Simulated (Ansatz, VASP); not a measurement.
Rh: VASP beside Ansatz

```xyz
2
Lattice="2.4529 0.0000 0.0000 -1.2264 2.1243 0.0000 0.0000 0.0000 3.9760" Properties=species:S:1:pos:R:3 pbc="T T T"
Rh    0.0000    1.4162    0.9940
Rh    1.2264    0.7081    2.9820
```

Change from the starting cell: volume scaled by 0.78, PAW files.

Alike in both runs: task single point; functional LDA; k mesh 16 × 16 × 9; occupations fermi-dirac, width 0.08 eV; no spin polarisation.

|  | VASP | Ansatz |
| --- | --- | --- |
| version | VASP 6.6.1 | Ansatz 0.2.0 |
| potentials or method | VASP PAW LDA potentials, release 64 (Rh_pv) | PAW with Ansatz's default frozen-core files, scalar-relativistic |
| plane-wave cutoff (eV) | 520 | 420 |
| valence electrons in the cell | 30 | 34 |

```csv
,VASP,Ansatz,Ansatz less VASP
pressure (GPa),147.0,144.2,-2.78
"traceless stress, the component that is largest in VASP (GPa)",0.08,0.01,-0.074
```

LDA's correlation is that of Perdew and Zunger in VASP and of Perdew and Wang (1992) in Ansatz. Both programs put the cell under a high pressure, so it lies far from rest at this level. VASP's potentials hold 30 valence electrons a cell and Ansatz's 34, so a difference there can come from the potentials and not from the codes.

Noted on VASP's run: the cell as given lies far from equilibrium.
